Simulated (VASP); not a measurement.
# P (P6_3/mmc) in VASP: further runs

The runs below take P through single point, with PBE.

Everything below comes from runs of VASP 6.6.1. Logs are shortened: lines on timing, memory, paths and dates and some standing lists are left out, and cuts for length are marked.

### 1 The cell of the first run

Symmetry: P6_3/mmc, No. 194, hexagonal system. Conventional cell: a = 2.631 Å, b = 2.631 Å, c = 9.823 Å, α = 90.00°, β = 90.00°, γ = 120.00°. P (site symmetry -3m) has 12 P at 2.63 to 2.89 Å within 3.5 Å. Within 3.5 Å of P (site symmetry -6m2) lie 12 P at 2.63 to 2.89 Å.

### 2 Single point, PBE

The input, INCAR:

```
SYSTEM = P
PREC = Accurate
ENCUT = 520
EDIFF = 1E-6
ISMEAR = -1
SIGMA = 0.1
LREAL = .FALSE.
LASPH = .TRUE.
NELM = 80
ALGO = Normal
ISIF = 2
LWAVE = .FALSE.
LCHARG = .FALSE.
GGA = PE
NBANDS = 18
```

The input, KPOINTS:

```
regular mesh
0
G
  13 13 4
  0 0 0
```

The input, POSCAR:

```
P
1.0
    2.6308824984      0.0000000000      0.0000000000
   -1.3154412492      2.2784110780      0.0000000000
    0.0000000000      0.0000000000      9.8232344269
P
4
Direct
    0.0000000000      1.0000000000      0.0000000000
    0.0000000000      1.0000000000      0.5000000000
    0.3333333333      0.6666666667      0.2500000000
    0.6666666667      0.3333333333      0.7500000000
```

Potentials or basis: VASP PAW PBE potentials, release 64 (P).

Command:

```console
> cat potpaw_PBE.64/P/POTCAR > POTCAR
> mpirun -np 1 vasp_std > vasp.out
```

OUTCAR:

```text
SYSTEM = P
   PREC = Accurate
   ENCUT = 520
   EDIFF = 1E-6
   ISMEAR = -1
   LREAL = .FALSE.
   LASPH = .TRUE.
   NELM = 80
   ISIF = 2
   GGA = PE

 ion  position               nearest neighbor table
   1  0.000  0.000  0.000-   3 2.89   4 2.89   4 2.89   3 2.89   4 2.89   3 2.89
   2  0.000  0.000  0.500-   3 2.89   4 2.89   4 2.89   3 2.89   4 2.89   3 2.89
   3  0.333  0.667  0.250-   1 2.89   2 2.89   1 2.89   2 2.89   1 2.89   2 2.89
   4  0.667  0.333  0.750-   1 2.89   2 2.89   1 2.89   2 2.89   1 2.89   2 2.89

  LATTYP: Found a hexagonal cell.
 ALAT       =     2.6308824984
 C/A-ratio  =     3.7338172392

  Lattice vectors:

 A1 = (   2.6308824984,   0.0000000000,   0.0000000000)
 A2 = (  -1.3154412492,   2.2784110780,   0.0000000000)
 A3 = (   0.0000000000,   0.0000000000,   9.8232344269)

Analysis of symmetry for initial positions (statically):
=====================================================================
 Subroutine PRICEL returns:
 Original cell was already a primitive cell.

 Routine SETGRP: Setting up the symmetry group for a
 hexagonal supercell.

 Subroutine GETGRP returns: Found 24 space group operations
 (whereof 12 operations were pure point group operations)
 out of a pool of 24 trial point group operations.

The static configuration has the point symmetry D_3d.
 The point group associated with its full space group is D_6h.

Analysis of symmetry for dynamics (positions and initial velocities):
=====================================================================
 Subroutine PRICEL returns:
 Original cell was already a primitive cell.

 Routine SETGRP: Setting up the symmetry group for a
 hexagonal supercell.

 Subroutine GETGRP returns: Found 24 space group operations
 (whereof 12 operations were pure point group operations)
 out of a pool of 24 trial point group operations.

The dynamic configuration has the point symmetry D_3d.
 The point group associated with its full space group is D_6h.

 Subroutine INISYM returns: Found 24 space group operations
 (whereof 12 operations are pure point group operations),
 and found     1 'primitive' translations

----------------------------------------------------------------------------------------

                                     Primitive cell

  volume of cell :      58.8827

  direct lattice vectors                    reciprocal lattice vectors
     2.630882498  0.000000000  0.000000000     0.380100594  0.219451180  0.000000000
[... 92 lines left out ...]
   EDIFFG = 0.1E-04   stopping-criterion for IOM
   NSW    =      0    number of steps for IOM
   IBRION =     -1    ionic relax: 0-MD 1-quasi-New 2-CG
   NFREE  =      0    steps in history (QN), initial steepest desc. (CG)
   ISIF   =      2    stress and relaxation
   ISYM   =      2    0-nonsym 1-usesym 2-fastsym
   POTIM  = 0.5000    time-step for ionic-motion
   TEBEG  =    0.0;   TEEND  =   0.0 temperature during run
   PSTRESS=    0.0 pullay stress
   NELECT =      20.0000    total number of electrons
   NUPDOWN=      -1.0000    fix difference up-down
   EMIN   =  10.00;   EMAX   =-10.00  energy-range for DOS
   EFERMI =   0.00;   METHOD = LEGACY
   ISMEAR =    -1;   SIGMA  =   0.10  broadening in eV -4-tet -1-fermi 0-gaus
   EFERMI_NEDOS =   21; number of points for ismear=-14 and -15
   IALGO  =     38    algorithm
   IMIX   =      4    mixing-type and parameters
     AMIX     =   0.40;   BMIX     =  1.00
     AMIX_MAG =   1.60;   BMIX_MAG =  1.00
  volume/ion in A,a.u.               =      14.72        99.34
  Fermi-wavevector in a.u.,A,eV,Ry     =   1.142235  2.158511 17.751533  1.304701
  Thomas-Fermi vector in A             =   2.278933
   LORBIT       =      0    0 simple, 1 ext, 2 COOP (PROOUT), +10 PAW based schemes
   GGA     = PE    functional components
   LHFCALC =     F    Hartree Fock is set to
   AEXX    =    0.0000 exact exchange contribution
   IVDW    =     0    specifies the selected vdW correction
   LEPSILON=     F    determine dielectric tensor
   LRPA    =     F    only Hartree local field effects (RPA)
 non-spin polarized calculation
  energy-cutoff  :      520.00
  volume of cell :       58.88
 maximum number of plane-waves:      1612
 NGX is ok and might be reduce to    20
   NGX =  9   NGY =  9   NGZ = 37

 number of electron      20.0000002 magnetization

 Free energy of the ion-electron system (eV)
  ---------------------------------------------------
  ext. energy  EPLUGINS =         0.00000000
  ---------------------------------------------------
  free energy    TOTEN  =       -18.29540555 eV

  energy without entropy =      -18.23983267  energy(sigma->0) =      -18.26761911

 E-fermi :   9.5305     XC(G=0): -11.4087

 val. band max:        9.4429808552   @ k =   0.1538   0.1538   0.0000
 cond. band min:       9.5559842567   @ k =   0.2308   0.2308   0.2500
 fundamental gap:      0.1130034015
 Fermi energy:         9.5305071364

 k-point     1 :       0.0000    0.0000    0.0000
  band No.  band energies     occupation
      1      -6.6676      2.00000
      2      -5.3312      2.00000
      3      -5.2807      2.00000
      4      -2.5958      2.00000
      5       1.4227      2.00000
      6       6.7341      2.00000
[... 481 lines left out ...]
      5       2.5778      2.00000
      6       5.4747      2.00000
[... 10 lines left out ...]
     17      18.8906      0.00000
     18      19.0168      0.00000

 [... further k-points ...]

------------------------ aborting loop because EDIFF is reached ----------------------------------------

  FORCE on cell =-STRESS in cart. coord.  units (eV):
  Direction    XX          YY          ZZ          XY          YZ          ZX
  --------------------------------------------------------------------------------------
  -------------------------------------------------------------------------------------
  Total       -0.0710631     -0.0710631     -0.0353071      0.0000000      0.0000000      0.0000000
  in kB       -1.9336009     -1.9336009     -0.9606932      0.0000000      0.0000000      0.0000000
  external PRESSURE =      -1.6092983 kB  Pullay stress =       0.0000000 kB

 VOLUME and BASIS-vectors are now :
 -----------------------------------------------------------------------------
  energy-cutoff  :      520.00
  volume of cell :       58.88
      direct lattice vectors                 reciprocal lattice vectors
     2.630882498  0.000000000  0.000000000     0.380100594  0.219451180  0.000000000
    -1.315441249  2.278411078  0.000000000     0.000000000  0.438902360  0.000000000
     0.000000000  0.000000000  9.823234427     0.000000000  0.000000000  0.101799464

 POSITION                                       TOTAL-FORCE (eV/Angst)
 -----------------------------------------------------------------------------------
      0.00000      0.00000      0.00000         0.000000     -0.000000      0.000000
      0.00000      0.00000      4.91162         0.000000     -0.000000      0.000000
     -0.00000      1.51894      2.45581        -0.000000      0.000000     -0.000000
      1.31544      0.75947      7.36743         0.000000     -0.000000      0.000000
 -----------------------------------------------------------------------------------
    total drift:                                0.000000      0.000000      0.000000

  FREE ENERGIE OF THE ION-ELECTRON SYSTEM (eV)
  ---------------------------------------------------
  free  energy   TOTEN  =       -18.2954055452 eV

  energy  without entropy=      -18.2398326672  energy(sigma->0) =      -18.26761911
```

OSZICAR:

```text
N       E                     dE             d eps       ncg     rms          rms(c)
DAV:   1     0.497131476330E+02    0.49713E+02   -0.86499E+03  2268   0.964E+02
DAV:   2    -0.153857414140E+02   -0.65099E+02   -0.62350E+02  3124   0.151E+02
DAV:   3    -0.183034631660E+02   -0.29177E+01   -0.28766E+01  2866   0.291E+01
DAV:   4    -0.183288499743E+02   -0.25387E-01   -0.25354E-01  2780   0.336E+00
DAV:   5    -0.183290715031E+02   -0.22153E-03   -0.22148E-03  2780   0.295E-01    0.814E+00
DAV:   6    -0.183044137718E+02    0.24658E-01   -0.23154E-02  2596   0.724E-01    0.475E+00
DAV:   7    -0.182958082717E+02    0.86055E-02   -0.35141E-02  2450   0.912E-01    0.218E-01
DAV:   8    -0.182953836111E+02    0.42466E-03   -0.27583E-03  2690   0.278E-01    0.135E-01
DAV:   9    -0.182954080757E+02   -0.24465E-04   -0.43649E-04  2552   0.111E-01    0.330E-02
DAV:  10    -0.182954058102E+02    0.22655E-05   -0.18116E-05  2698   0.217E-02    0.161E-02
DAV:  11    -0.182954055452E+02    0.26497E-06   -0.51260E-06  2390   0.127E-02
   1 F= -.18295406E+02 E0= -.18267619E+02  d E =-.555729E-01
```

stdout:

```text
POSCAR found type information on POSCAR P
 POSCAR found :  1 types and       4 ions
 scaLAPACK will be used
 LDA part: xc-table for (Slater+PW92), standard interpolation
 POSCAR, INCAR and KPOINTS ok, starting setup
 FFT: planning ... GRIDC
 FFT: planning ... GRID_SOFT
 FFT: planning ... GRID
 WAVECAR not read
 entering main loop
```

Wall time 21 s (1 thread of Intel Xeon 6975P-C (Granite Rapids), shared host); peak memory 0.19 GiB.

Results:

| Property | Result |
| --- | --- |
| Free energy | -18.2954 eV |
| Pressure | -0.2 GPa |
| Band gap on the k mesh | zero (band 10 reaches 16.30 eV, above the bottom of band 11 at 6.27 eV) |

### 3 Single point, PBE (volume scaled by 0.88)

The input, INCAR:

```
SYSTEM = P
PREC     = Accurate       ! precision mode
ENCUT    = 520            ! plane-wave cutoff, eV
EDIFF    = 1E-6           ! SCF threshold, eV
ISMEAR   = -1             ! smearing method
SIGMA    = 0.1            ! smearing width, eV
LREAL    = .FALSE.        ! projectors in reciprocal space
LASPH    = .TRUE.         ! aspherical terms in the spheres
NELM     = 100            ! most SCF steps
ALGO     = Normal         ! electronic algorithm
ISIF     = 2              ! what is computed and relaxed
LWAVE    = .FALSE.        ! write WAVECAR
LCHARG   = .TRUE.         ! write CHGCAR
GGA      = PE             ! functional
LELF     = .TRUE.         ! ELF
LVHAR    = .TRUE.       
NBANDS   = 18             ! bands
```

The input, KPOINTS:

```
regular mesh
0
G
  15 15 4
  0 0 0
```

The input, POSCAR:

```
P
1.0
    2.5211325289      0.0000000000      0.0000000000
   -1.2605662644      2.1833648163      0.0000000000
    0.0000000000      0.0000000000      9.4134480987
P
4
Direct
    0.0000000000      1.0000000000      0.0000000000
    0.0000000000      1.0000000000      0.5000000000
    0.3333333333      0.6666666667      0.2500000000
    0.6666666667      0.3333333333      0.7500000000
```

Potentials or basis: VASP PAW PBE potentials, release 64 (P).

Command:

```console
> cat potpaw_PBE.64/P/POTCAR > POTCAR
> mpirun -np 1 vasp_std > vasp.out
```

Run time: 25 s. Hardware: 1 thread of Intel Xeon 6975P-C (Granite Rapids), shared host; peak memory 0.19 GiB.

The run converged. Its results:

| Item | Value |
| --- | --- |
| Free energy | -17.9829 eV |
| Pressure | 14.2 GPa |
| Band gap on the k mesh | zero (band 10 reaches 19.37 eV, above the bottom of band 11 at 7.08 eV) |

Stress tensor (GPa, compression positive):
```
15.63  0.00  0.00
 0.00 15.63  0.00
 0.00  0.00 11.41
```

Levels at points of the mesh, in eV from the Fermi level:
```csv
k point,band 7,band 8,band 9,band 10,band 11,band 12,band 13,band 14
"(0.00, 0.00, 0.00)",-3.18,4.92,7.71,7.71,8.29,8.29,8.44,8.44
"(0.00, 0.00, 0.50)",1.37,1.37,7.90,7.90,7.90,7.90,8.91,8.91
```

### 4 Single point, PBE (volume scaled by 0.92)

The input, INCAR:

```
SYSTEM = P
PREC = Accurate
ENCUT = 520
EDIFF = 1E-7
ISMEAR = -1
SIGMA = 0.1
LREAL = .False.
LASPH = .True.
NELM = 60
ALGO = Normal
ISIF = 2
LWAVE = .False.
LCHARG = .False.
GGA = PE
NBANDS = 18
```

The input, KPOINTS:

```
regular mesh
0
Gamma
  15 15 4
  0 0 0
```

The input, POSCAR:

```
P
1.0
    2.5587669210      0.0000000000      0.0000000000
   -1.2793834605      2.2159571560      0.0000000000
    0.0000000000      0.0000000000      9.5539680409
P
4
Direct
    0.0000000000      1.0000000000      0.0000000000
    0.0000000000      1.0000000000      0.5000000000
    0.3333333333      0.6666666667      0.2500000000
    0.6666666667      0.3333333333      0.7500000000
```

Command:

```console
> cat potpaw_PBE.64/P/POTCAR > POTCAR
> mpirun -np 1 vasp_std > vasp.out
```

Wall time 30 s (1 thread of Intel Xeon 6975P-C (Granite Rapids), shared host); peak memory 0.19 GiB.

The run converged. Its results:

- Free energy: -18.1482 eV
- Pressure: 8.4 GPa
- Band gap on the k mesh: zero (band 10 reaches 18.26 eV, above the bottom of band 11 at 6.52 eV)

Stress tensor (GPa, compression positive):
```
9.19 0.00 0.00
0.00 9.19 0.00
0.00 0.00 6.69
```

Levels at points of the mesh, in eV from the Fermi level:
| k point | band 8 | band 9 | band 10 | band 11 | band 12 | band 13 |
| --- | --- | --- | --- | --- | --- | --- |
| (0.00, 0.00, 0.00) | 4.65 | 7.30 | 7.30 | 7.86 | 7.86 | 7.98 |
| (0.00, 0.00, 0.50) | 1.33 | 7.48 | 7.48 | 7.48 | 7.48 | 8.44 |

[end of part 1 of 2]
